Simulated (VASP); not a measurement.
# SrMg (F-43m) in VASP: further runs

Runs on SrMg. Level: LDA. Tasks: single point, relaxation of cell and atoms.

Program: VASP 6.6.1. These are calculated values, not measurements. Logs are shortened: lines on timing, memory, paths and dates and some standing lists are left out, and cuts for length are marked.

## 1. The cell of the first run

Symmetry: F-43m, No. 216, cubic system. Conventional cell: a = 7.617 Å, b = 7.617 Å, c = 7.617 Å, α = 90.00°, β = 90.00°, γ = 90.00°. Sr (site symmetry -43m) has 4 Mg at 3.30 Å within 4.3 Å. Mg (site symmetry -43m) has 4 Sr at 3.30 Å within 4.3 Å.

## 2. Single point, LDA

File INCAR:

```
SYSTEM = SrMg
  PREC = Accurate
  ENCUT = 600
  EDIFF = 1E-6
  ISMEAR = -1
  SIGMA = 0.05
  LREAL = .FALSE.
  LASPH = .TRUE.
  NELM = 120
  ALGO = Normal
  ISIF = 2
  LWAVE = .FALSE.
  LCHARG = .TRUE.
  GGA = CA
  LELF = .TRUE.
  LVHAR = .TRUE.
  NBANDS = 13
  GGA_COMPAT = .FALSE.
```

File KPOINTS:

```
Automatic mesh
0
G
  5 5 5
  0 0 0
```

File POSCAR:

```
SrMg
1.0
    0.0000000000      3.8087039825      3.8087039825
    3.8087039825      0.0000000000      3.8087039825
    3.8087039825      3.8087039825      0.0000000000
Sr Mg
1 1
Direct
    0.0000000000      0.0000000000      0.0000000000
    0.2500000000      0.2500000000      0.2500000000
```

Potentials or basis: VASP PAW LDA potentials, release 64 (Sr_sv, Mg).

Launch:

```bash
$ cat potpaw_LDA.64/Sr_sv/POTCAR potpaw_LDA.64/Mg/POTCAR > POTCAR
$ mpirun -np 1 vasp_std > vasp.out
```

OUTCAR:

```text
SYSTEM = SrMg
   PREC = Accurate
   ENCUT = 600
   EDIFF = 1E-6
   ISMEAR = -1
   LREAL = .FALSE.
   LASPH = .TRUE.
   NELM = 120
   ISIF = 2
   GGA = CA

 ion  position               nearest neighbor table
   1  0.000  0.000  0.000-   2 3.30   2 3.30   2 3.30   2 3.30
   2  0.250  0.250  0.250-   1 3.30   1 3.30   1 3.30   1 3.30

  LATTYP: Found a face centered cubic cell.
 ALAT       =     7.6174079650

  Lattice vectors:

 A1 = (   0.0000000000,   3.8087039825,   3.8087039825)
 A2 = (   3.8087039825,   0.0000000000,   3.8087039825)
 A3 = (   3.8087039825,   3.8087039825,   0.0000000000)

Analysis of symmetry for initial positions (statically):
=====================================================================
 Subroutine PRICEL returns:
 Original cell was already a primitive cell.

 Routine SETGRP: Setting up the symmetry group for a
 face centered cubic supercell.

 Subroutine GETGRP returns: Found 24 space group operations
 (whereof 24 operations were pure point group operations)
 out of a pool of 48 trial point group operations.

The static configuration has the point symmetry T_d .

Analysis of symmetry for dynamics (positions and initial velocities):
=====================================================================
 Subroutine PRICEL returns:
 Original cell was already a primitive cell.

 Routine SETGRP: Setting up the symmetry group for a
 face centered cubic supercell.

 Subroutine GETGRP returns: Found 24 space group operations
 (whereof 24 operations were pure point group operations)
 out of a pool of 48 trial point group operations.

The dynamic configuration has the point symmetry T_d .

 Subroutine INISYM returns: Found 24 space group operations
 (whereof 24 operations are pure point group operations),
 and found     1 'primitive' translations

----------------------------------------------------------------------------------------

                                     Primitive cell

  volume of cell :     110.4998

  direct lattice vectors                    reciprocal lattice vectors
     0.000000000  3.808703982  3.808703982    -0.131278252  0.131278252  0.131278252
     3.808703982  0.000000000  3.808703982     0.131278252 -0.131278252  0.131278252
     3.808703982  3.808703982  0.000000000     0.131278252  0.131278252 -0.131278252

  length of vectors
     5.386320827  5.386320827  5.386320827     0.227380602  0.227380602  0.227380602

  position of ions in fractional coordinates (direct lattice)
     0.000000000  0.000000000  0.000000000
     0.250000000  0.250000000  0.250000000

  ion indices of the primitive-cell ions
   primitive index   ion index
                 1           1
                 2           2

----------------------------------------------------------------------------------------

 KPOINTS: Automatic mesh

Automatic generation of k-mesh.
 Grid dimensions read from file:
 generate k-points for:    5    5    5

 Generating k-lattice:

  Cartesian coordinates                     Fractional coordinates (reciprocal lattice)
    -0.026255650  0.026255650  0.026255650     0.200000000  0.000000000  0.000000000
     0.026255650 -0.026255650  0.026255650     0.000000000  0.200000000  0.000000000
     0.026255650  0.026255650 -0.026255650     0.000000000  0.000000000  0.200000000

  Length of vectors
     0.045476120  0.045476120  0.045476120

  Shift w.r.t. Gamma in fractional coordinates (k-lattice)
     0.000000000  0.000000000  0.000000000

 Subroutine IBZKPT returns following result:
 ===========================================

 Found     10 irreducible k-points:

 Following reciprocal coordinates:
            Coordinates               Weight
  0.000000  0.000000  0.000000      1.000000
  0.200000  0.000000  0.000000      8.000000
  0.400000  0.000000  0.000000      8.000000
  0.200000  0.200000  0.000000      6.000000
  0.400000  0.200000  0.000000     24.000000
 -0.400000  0.200000  0.000000     24.000000
 -0.200000  0.200000  0.000000     12.000000
  0.400000  0.400000  0.000000      6.000000
 -0.400000  0.400000  0.000000     12.000000
 -0.400000  0.400000  0.200000     24.000000
   k-points           NKPTS =     10   k-points in BZ     NKDIM =     10   number of bands    NBANDS=     13
   number of dos      NEDOS =    301   number of ions     NIONS =      2
   total plane-waves  NPLWV = 110592
   dimension x,y,z NGX =    48 NGY =   48 NGZ =   48
   dimension x,y,z NGXF=    96 NGYF=   96 NGZF=   96
   ions per type =               1   1
   NGX,Y,Z   is equivalent  to a cutoff of  14.81, 14.81, 14.81 a.u.
   NGXF,Y,Z  is equivalent  to a cutoff of  29.63, 29.63, 29.63 a.u.
 SYSTEM =  SrMg
   PREC   = accura    normal or accurate (medium, high low for compatibility)
   ISTART =      0    job   : 0-new  1-cont  2-samecut
   ICHARG =      2    charge: 1-file 2-atom 10-const
   ISPIN  =      1    spin polarized calculation?
   LNONCOLLINEAR =      F non collinear calculations
   LSORBIT =      F    spin-orbit coupling
   LASPH  =      T    aspherical Exc in radial PAW
   ENCUT  =  600.0 eV  44.10 Ry    6.64 a.u.  10.76 10.76 10.76*2*pi/ulx,y,z
   NELM   =    120;   NELMIN=  2; NELMDL= -5     # of ELM steps
   EDIFF  = 0.1E-05   stopping-criterion for ELM
   LREAL  =      F    real-space projection
   EDIFFG = 0.1E-04   stopping-criterion for IOM
   NSW    =      0    number of steps for IOM
   IBRION =     -1    ionic relax: 0-MD 1-quasi-New 2-CG
   NFREE  =      0    steps in history (QN), initial steepest desc. (CG)
   ISIF   =      2    stress and relaxation
   ISYM   =      2    0-nonsym 1-usesym 2-fastsym
   POTIM  = 0.5000    time-step for ionic-motion
   TEBEG  =    0.0;   TEEND  =   0.0 temperature during run
   PSTRESS=    0.0 pullay stress
   NELECT =      12.0000    total number of electrons
   NUPDOWN=      -1.0000    fix difference up-down
   EMIN   =  10.00;   EMAX   =-10.00  energy-range for DOS
   EFERMI =   0.00;   METHOD = LEGACY
   ISMEAR =    -1;   SIGMA  =   0.05  broadening in eV -4-tet -1-fermi 0-gaus
   EFERMI_NEDOS =   21; number of points for ismear=-14 and -15
   IALGO  =     38    algorithm
   IMIX   =      4    mixing-type and parameters
     AMIX     =   0.40;   BMIX     =  1.00
     AMIX_MAG =   1.60;   BMIX_MAG =  1.00
  volume/ion in A,a.u.               =      55.25       372.84
  Fermi-wavevector in a.u.,A,eV,Ry     =   0.781055  1.475979  8.300182  0.610046
  Thomas-Fermi vector in A             =   1.884493
   LORBIT       =      0    0 simple, 1 ext, 2 COOP (PROOUT), +10 PAW based schemes
   GGA     = CA    functional components
   LHFCALC =     F    Hartree Fock is set to
   AEXX    =    0.0000 exact exchange contribution
   IVDW    =     0    specifies the selected vdW correction
   LEPSILON=     F    determine dielectric tensor
   LRPA    =     F    only Hartree local field effects (RPA)
 non-spin polarized calculation
  energy-cutoff  :      600.00
  volume of cell :      110.50
 maximum number of plane-waves:      3695
 NGX is ok and might be reduce to    48
   NGX = 21   NGY = 21   NGZ = 21

 number of electron      12.0000000 magnetization

 Free energy of the ion-electron system (eV)
  ---------------------------------------------------
  ext. energy  EPLUGINS =         0.00000000
  ---------------------------------------------------
  free energy    TOTEN  =        -2.24528554 eV

  energy without entropy =       -2.22420304  energy(sigma->0) =       -2.23474429

 E-fermi :   0.2916     XC(G=0):  -6.7250

 val. band max:        0.2887474364   @ k =  -0.4000   0.4000   0.2000
 cond. band min:       0.3896694474   @ k =   0.2000   0.2000   0.0000
 fundamental gap:      0.1009220111
 Fermi energy:         0.2916201586

 k-point     1 :       0.0000    0.0000    0.0000
  band No.  band energies     occupation
      1     -36.4239      2.00000
      2     -18.5039      2.00000
      3     -18.5039      2.00000
      4     -18.5039      2.00000
      5      -3.7129      2.00000
      6       1.0140      0.00000
      7       1.0140      0.00000
      8       1.0140      0.00000
      9       2.6039      0.00000
     10       2.6039      0.00000
     11       4.0730      0.00000
     12       5.1630      0.00000
     13       5.1630      0.00000

 k-point     2 :       0.2000    0.0000    0.0000
  band No.  band energies     occupation
      1     -36.4237      2.00000
      2     -18.5098      2.00000
      3     -18.5048      2.00000
      4     -18.5048      2.00000
      5      -3.4048      2.00000
      6       0.4226      0.13578
      7       1.1102      0.00000
      8       1.1102      0.00000
      9       2.4915      0.00000
     10       2.4915      0.00000
     11       3.9020      0.00000
     12       4.8552      0.00000
     13       5.1946      0.00000

 k-point     3 :       0.4000    0.0000    0.0000
  band No.  band energies     occupation
      1     -36.4235      2.00000
      2     -18.5192      2.00000
      3     -18.5063      2.00000
      4     -18.5063      2.00000
      5      -2.6766      2.00000
      6      -0.5416      2.00000
      7       1.1546      0.00000
      8       1.1546      0.00000
      9       2.6898      0.00000
     10       2.7841      0.00000
     11       2.7841      0.00000
     12       4.2958      0.00000
     13       4.2958      0.00000

 k-point     4 :       0.2000    0.2000    0.0000
  band No.  band energies     occupation
      1     -36.4237      2.00000
      2     -18.5097      2.00000
      3     -18.5061      2.00000
      4     -18.5061      2.00000
      5      -3.2988      2.00000
      6       0.3897      0.24672
      7       1.1253      0.00000
      8       1.1253      0.00000
      9       1.9409      0.00000
     10       2.8205      0.00000
     11       4.1494      0.00000
     12       4.6177      0.00000
     13       4.6177      0.00000

 k-point     5 :       0.4000    0.2000    0.0000
  band No.  band energies     occupation
      1     -36.4234      2.00000
      2     -18.5166      2.00000
      3     -18.5084      2.00000
      4     -18.5077      2.00000
      5      -2.6786      2.00000
      6      -0.2264      1.99994
      7       0.8856      0.00001
      8       1.2375      0.00000
      9       1.9431      0.00000
     10       2.7855      0.00000
     11       3.0363      0.00000
     12       4.0074      0.00000
     13       4.4843      0.00000

 k-point     6 :      -0.4000    0.2000    0.0000
  band No.  band energies     occupation
      1     -36.4234      2.00000
      2     -18.5188      2.00000
      3     -18.5106      2.00000
      4     -18.5074      2.00000
      5      -2.2934      2.00000
      6      -0.5414      2.00000
      7       0.5278      0.01759
      8       1.2943      0.00000
      9       2.0392      0.00000
     10       2.6786      0.00000
     11       3.0009      0.00000
     12       4.0532      0.00000
     13       4.2565      0.00000

 k-point     7 :      -0.2000    0.2000    0.0000
  band No.  band energies     occupation
      1     -36.4235      2.00000
      2     -18.5143      2.00000
      3     -18.5087      2.00000
      4     -18.5056      2.00000
      5      -2.9362      2.00000
      6       0.0203      1.99124
      7       0.7582      0.00018
      8       1.2944      0.00000
      9       2.2094      0.00000
     10       2.8415      0.00000
     11       2.9795      0.00000
     12       4.3379      0.00000
     13       5.1783      0.00000

 k-point     8 :       0.4000    0.4000    0.0000
  band No.  band energies     occupation
      1     -36.4233      2.00000
      2     -18.5189      2.00000
      3     -18.5097      2.00000
      4     -18.5097      2.00000
      5      -2.2563      2.00000
      6      -0.5244      2.00000
      7       1.0909      0.00000
      8       1.4443      0.00000
      9       1.4443      0.00000
     10       2.3476      0.00000
     11       3.2551      0.00000
     12       3.5441      0.00000
     13       3.5441      0.00000

 k-point     9 :      -0.4000    0.4000    0.0000
  band No.  band energies     occupation
      1     -36.4233      2.00000
      2     -18.5187      2.00000
      3     -18.5126      2.00000
      4     -18.5095      2.00000
      5      -1.9352      2.00000
      6      -0.5739      2.00000
      7       0.4009      0.20219
      8       1.3583      0.00000
      9       1.4680      0.00000
     10       2.7208      0.00000
     11       2.9523      0.00000
     12       3.6634      0.00000
     13       3.7911      0.00000

 k-point    10 :      -0.4000    0.4000    0.2000
  band No.  band energies     occupation
      1     -36.4233      2.00000
      2     -18.5173      2.00000
      3     -18.5128      2.00000
      4     -18.5092      2.00000
      5      -2.1136      2.00000
      6      -0.3178      1.99999
      7       0.2887      1.02872
      8       0.9885      0.00000
      9       1.8921      0.00000
     10       2.6372      0.00000
     11       3.0996      0.00000
     12       3.6800      0.00000
     13       4.2365      0.00000

------------------------ aborting loop because EDIFF is reached ----------------------------------------

  FORCE on cell =-STRESS in cart. coord.  units (eV):
  Direction    XX          YY          ZZ          XY          YZ          ZX
  --------------------------------------------------------------------------------------
  -------------------------------------------------------------------------------------
  Total       -0.0144508     -0.0144508     -0.0144508     -0.0000000      0.0000000     -0.0000000
  in kB       -0.2095280     -0.2095280     -0.2095280     -0.0000000      0.0000000     -0.0000000
  external PRESSURE =      -0.2095280 kB  Pullay stress =       0.0000000 kB

 VOLUME and BASIS-vectors are now :
 -----------------------------------------------------------------------------
  energy-cutoff  :      600.00
  volume of cell :      110.50
      direct lattice vectors                 reciprocal lattice vectors
     0.000000000  3.808703982  3.808703982    -0.131278252  0.131278252  0.131278252
     3.808703982  0.000000000  3.808703982     0.131278252 -0.131278252  0.131278252
     3.808703982  3.808703982  0.000000000     0.131278252  0.131278252 -0.131278252

 POSITION                                       TOTAL-FORCE (eV/Angst)
 -----------------------------------------------------------------------------------
      0.00000      0.00000      0.00000        -0.000000     -0.000000     -0.000000
      1.90435      1.90435      1.90435         0.000000      0.000000      0.000000
 -----------------------------------------------------------------------------------
    total drift:                                0.000000      0.000000      0.000000

  FREE ENERGIE OF THE ION-ELECTRON SYSTEM (eV)
  ---------------------------------------------------
  free  energy   TOTEN  =        -2.2452855435 eV

  energy  without entropy=       -2.2242030432  energy(sigma->0) =       -2.23474429
```

Wall time 46 s (1 thread of AMD EPYC 7R43 (Zen 3), shared host); peak memory 0.21 GiB.

What came out:

```yaml
Free_energy: -2.2453 eV
Pressure: 0.0 GPa
Band_gap_on_the_k_mesh: zero (bands 6 and 7 overlap by 0.73 eV)
```

Levels at points of the mesh, in eV from the Fermi level:
```
           k point  band 3  band 4  band 5  band 6  band 7  band 8  band 9  band 10
(0.00, 0.00, 0.00)  -18.80  -18.80   -4.00    0.72    0.72    0.72    2.31     2.31
```

## 3. Relaxation of cell and atoms, LDA

This run uses another cell than the first one, of 52.31 Å³/atom.

File INCAR:

```
ALGO = Normal
EDIFF = 1E-7
EDIFFG = -0.01
ENCUT = 600
GGA = CA
GGA_COMPAT = False
IBRION = 2
ISIF = 3
ISMEAR = -1
LASPH = True
LCHARG = False
LREAL = False
LWAVE = False
NELM = 120
NELMIN = 4
NSW = 80
PREC = Accurate
SIGMA = 0.05
```

File KPOINTS:

```
k-points
0
Gamma
  5 5 5
```

File POSCAR:

```
SrMg
1.0
    0.0000000000      3.7400000000      3.7400000000
    3.7400000000      0.0000000000      3.7400000000
    3.7400000000      3.7400000000      0.0000000000
Sr Mg
1 1
Direct
    0.0000000000      0.0000000000      0.0000000000
    0.2500000000      0.2500000000      0.2500000000
```

Potentials or basis: VASP PAW LDA potentials, release 64 (Sr_sv, Mg).

Launch:

```bash
$ cat potpaw_LDA.64/Sr_sv/POTCAR potpaw_LDA.64/Mg/POTCAR > POTCAR
$ mpirun -np 1 vasp_std > vasp.out
```

Wall time 87 s (1 thread of AMD EPYC 7R43 (Zen 3), shared host); peak memory 0.18 GiB.

Results (log left out):

```
Free energy                           : -2.2452 eV
Relaxed volume                        : 55.14 Å³/atom
Relaxed cell                          : a = 5.383 Å, b = 5.383 Å, c = 5.383 Å, α = 60.00°, β = 60.00°, γ = 60.00°
Space group after relaxing (to 0.1 Å) : F-43m (No. 216)
Energy gained by relaxing             : 4.0 meV/atom
Ionic steps                           : 4
Pressure after relaxing               : 0.0 GPa
Band gap on the k mesh                : zero (bands 6 and 7 overlap by 0.73 eV)
```

The path:
```
step  energy change (eV)  largest force (eV/Å)  pressure (GPa)  volume (Å³)
   1              0.0000                0.0000            0.48       104.63
   2             -0.0054                0.0000            0.26       107.01
   3             -0.0078                0.0000           -0.06       111.07
   4             -0.0080                0.0000            0.00       110.27
```

Final structure:
```yaml
crystal:
  lattice:
    - [0.00000, 3.80607, 3.80607]
    - [3.80607, 0.00000, 3.80607]
    - [3.80607, 3.80607, 0.00000]
  atoms:
    - { symbol: Sr, position: [0.00000, 0.00000, 0.00000] }
    - { symbol: Mg, position: [0.25000, 0.25000, 0.25000] }
```

Levels at points of the mesh, in eV from the Fermi level:
```
           k point  band 3  band 4  band 5  band 6  band 7  band 8  band 9  band 10
(0.00, 0.00, 0.00)  -18.79  -18.79   -4.01    0.72    0.72    0.72    2.31     2.31
```

The gap in the log of VASP goes by the Fermi energy; the results here count the filled bands.